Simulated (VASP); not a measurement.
# Al2C3 (P6/mmm) in VASP: notebook, part 3 of 3

VASP 6.6.1. Earlier steps stand in the parts before.

**5. Relaxation of cell and atoms, PBE**

This run uses another cell than the first one, of 15.57 Å³/atom, 1.302 times its volume.

INCAR

```
SYSTEM = Al2C3
ALGO = Normal
EDIFF = 1E-7
EDIFFG = -0.04
ENCUT = 910
GGA = PE
GGA_COMPAT = .FALSE.
IBRION = 2
ISIF = 3
ISMEAR = 0
LASPH = .TRUE.
LCHARG = .FALSE.
LREAL = .FALSE.
LWAVE = .FALSE.
NELM = 120
NELMIN = 4
NSW = 90
PREC = Accurate
SIGMA = 0.1
```

KPOINTS

```
k-points
0
G
  6 6 4
  0 0 0
```

POSCAR

```
Al2C3
1.0
    4.3383396600      0.0000000000      0.0000000000
   -2.1691698300      3.7571123500      0.0000000000
    0.0000000000      0.0000000000      4.7774134100
Al C
2 3
Direct
    0.0000000000      0.0000000000      0.7629886600
    0.0000000000      0.0000000000      0.2370113400
    0.5000000000      0.0000000000      0.0000000000
    0.0000000000      0.5000000000      0.0000000000
    0.5000000000      0.5000000000      0.0000000000
```

Potentials or basis: VASP PAW PBE potentials, release 64 (Al, C_h).

The run is started by

```
cat potpaw_PBE.64/Al/POTCAR potpaw_PBE.64/C_h/POTCAR > POTCAR
mpirun -np 1 vasp_std > vasp.out
```

OUTCAR:

```text
SYSTEM = Al2C3
   EDIFF = 1E-7
   EDIFFG = -0.04
   ENCUT = 910
   GGA = PE
   IBRION = 2
   ISIF = 3
   ISMEAR = 0
   LASPH = .TRUE.
   LREAL = .FALSE.
   NELM = 120
   NELMIN = 4
   NSW = 90
   PREC = Accurate

 ion  position               nearest neighbor table
   1  0.000  0.000  0.763-   2 2.26   2 2.51
   2  0.000  0.000  0.237-   1 2.26   1 2.51
   3  0.500  0.000  0.000-
   4  0.000  0.500  0.000-
   5  0.500  0.500  0.000-

  LATTYP: Found a hexagonal cell.
 ALAT       =     4.3383396600
 C/A-ratio  =     1.1012077856

  Lattice vectors:

 A1 = (   4.3383396600,   0.0000000000,   0.0000000000)
 A2 = (  -2.1691698300,   3.7571123500,   0.0000000000)
 A3 = (   0.0000000000,   0.0000000000,   4.7774134100)

[... 635 lines left out ...]

[... ionic steps 4 to 10 ...]

--------------------------------------- Ionic step       11  -------------------------------------------

 number of electron      18.0000000 magnetization

------------------------ aborting loop because EDIFF is reached ----------------------------------------
[... 73 lines left out ...]
--------------------------------------- Ionic step       13  -------------------------------------------

 number of electron      18.0000000 magnetization

 Free energy of the ion-electron system (eV)
  ---------------------------------------------------
  ext. energy  EPLUGINS =         0.00000000
  ---------------------------------------------------
  free energy    TOTEN  =       -25.81195005 eV

  energy without entropy =      -25.79961135  energy(sigma->0) =      -25.80578070

 E-fermi :   7.6589     XC(G=0): -10.5418

 val. band max:        7.6195078530   @ k =   0.5000   0.0000   0.0000
 cond. band min:       7.7074449349   @ k =   0.3333   0.0000   0.5000
 fundamental gap:      0.0879370818
 Fermi energy:         7.6588552892

 k-point     1 :       0.0000    0.0000    0.0000
  band No.  band energies     occupation
      1     -11.3345      2.00000
      2      -2.4010      2.00000
      3      -1.5750      2.00000
      4       0.8655      2.00000
      5       0.8655      2.00000
      6       1.4109      2.00000
      7       2.7780      2.00000
      8       2.7780      2.00000
      9       8.9459      0.00000
     10       8.9459      0.00000
     11       9.6039      0.00000
     12      11.2854      0.00000
     13      13.7041      0.00000
[... 350 lines left out ...]
  FREE ENERGIE OF THE ION-ELECTRON SYSTEM (eV)
  ---------------------------------------------------
  free  energy   TOTEN  =       -25.8119500498 eV

  energy  without entropy=      -25.7996113532  energy(sigma->0) =      -25.80578070

 reached required accuracy - stopping structural energy minimisation
```

Wall time 6.7 min (1 thread of Intel Xeon Platinum 8259CL at 2.50GHz (Skylake/Cascade Lake), shared host); peak memory 0.36 GiB.

Results:

- Free energy: -25.8120 eV
- Relaxed volume: 11.51 Å³/atom
- Relaxed cell: a = 3.506 Å, b = 3.506 Å, c = 5.408 Å, α = 90.00°, β = 90.00°, γ = 120.00°
- Space group after relaxing (to 0.05 Å): P6/mmm (No. 191)
- Energy gained by relaxing: 604.0 meV/atom
- Ionic steps: 13
- Pressure after relaxing: 0.2 GPa
- Largest force after relaxing: 0.037 eV/Å
- Band gap on the k mesh: zero (band 9 reaches 8.95 eV, above the bottom of band 10 at 7.38 eV)

Forces on the atoms (eV/Å):
```
Al   0.000  0.000 -0.037
Al   0.000  0.000  0.037
C    0.000  0.000  0.000
C    0.000  0.000  0.000
C    0.000  0.000  0.000
```

The path:
```
step  energy change (eV)  largest force (eV/Å)  pressure (GPa)  volume (Å³)
   1              0.0000                1.8196          -10.38        77.87
   2             -2.4457                0.4180           -8.80        66.47
   3             -2.8245                1.1774           -6.04        62.58
   4             -2.9491                0.6961            5.69        54.88
   5             -2.9790                0.7103           -0.47        57.51
   6             -2.9844                0.7590            0.96        56.69
   7             -3.0078                0.3922            1.95        56.94
   8             -3.0109                0.1052            1.53        56.87
   9             -3.0175                0.0524           -0.49        57.90
  10             -3.0175                0.0498           -0.55        57.93
  11             -3.0182                0.0221           -0.96        58.12
  12             -3.0192                0.0137           -0.80        58.04
  13             -3.0202                0.0367            0.21        57.55
```

Final structure:
```
Al C
1.0
     3.50550    0.00000    0.00000
    -1.75275    3.03585    0.00000
     0.00000    0.00000    5.40816
Al C
2 3
Direct
  0.00000 0.00000 0.73426
  0.00000 0.00000 0.26574
  0.50000 0.00000 0.00000
  0.00000 0.50000 0.00000
  0.50000 0.50000 0.00000
```

Levels at points of the mesh, in eV from the Fermi level:
| k point | band 5 | band 6 | band 7 | band 8 | band 9 | band 10 | band 11 | band 12 | band 13 |
| --- | --- | --- | --- | --- | --- | --- | --- | --- | --- |
| (0.00, 0.00, 0.00) | -6.79 | -6.25 | -4.88 | -4.88 | 1.29 | 1.29 | 1.95 | 3.63 | 6.05 |
| (0.50, 0.00, 0.00) | -6.28 | -4.90 | -3.46 | -1.26 | -0.04 | 1.12 | 3.24 | 4.19 | 4.28 |
| (0.00, 0.00, 0.50) | -6.79 | -4.87 | -4.87 | -3.87 | -0.84 | 1.19 | 1.19 | 2.41 | 5.27 |
| (0.50, 0.00, 0.50) | -6.63 | -5.98 | -1.46 | -0.34 | 1.03 | 1.13 | 1.99 | 2.86 | 4.31 |

Caveat: the cutoff is under 1.25 times the usual one of these potentials, so pressure, stress and relaxed cells hold a basis-set (Pulay) error; the volume moved by over 15 % at a fixed basis, so the end points are rough.

**6. Overview**

```tsv
task	potentials or basis	cell	cutoff (eV)	second run	gap on the mesh (eV)	pressure (GPa)	relaxed volume (Å³/atom)	largest force (eV/Å)
single point	VASP PAW PBE potentials, release 64 (Al, C)	a = 3.640, b = 3.640, c = 5.214 Å, angles 90.0, 90.0, 120.0°, 5 atoms	520	-	none	-0.2	-	0.03
single point	VASP PAW PBE potentials, release 64 (Al, C)	a = 4.338, b = 4.338, c = 4.777 Å, angles 90.0, 90.0, 120.0°, 5 atoms	520	-	none	-10.3	-	1.82
relaxation of cell and atoms	VASP PAW PBE potentials, release 64 (Al, C)	relaxed from a = 4.338, b = 4.338, c = 4.777 Å, angles 90.0, 90.0, 120.0°, 5 atoms	600	-	none	0.1	11.53	0.02
relaxation of cell and atoms	VASP PAW PBE potentials, release 64 (Al, C_h)	relaxed from a = 4.338, b = 4.338, c = 4.777 Å, angles 90.0, 90.0, 120.0°, 5 atoms	910	hard_potentials	none	0.2	11.51	0.04
```

Alike in all rows: level PBE; no spin polarisation; k mesh 6 × 6 × 4; smearing gaussian 0.1 eV.

Caveats: the volume moved by over 15 % at a fixed basis, so the end points are rough (some runs); forces of over 1 eV/Å act on the atoms, so gaps and moduli don't describe the material at rest (some runs); the cutoff is under 1.25 times the usual one of these potentials, so pressure, stress and relaxed cells hold a basis-set (Pulay) error (some runs).

Total energies depend on the potentials used, so only differences within one code and one set of settings carry meaning.
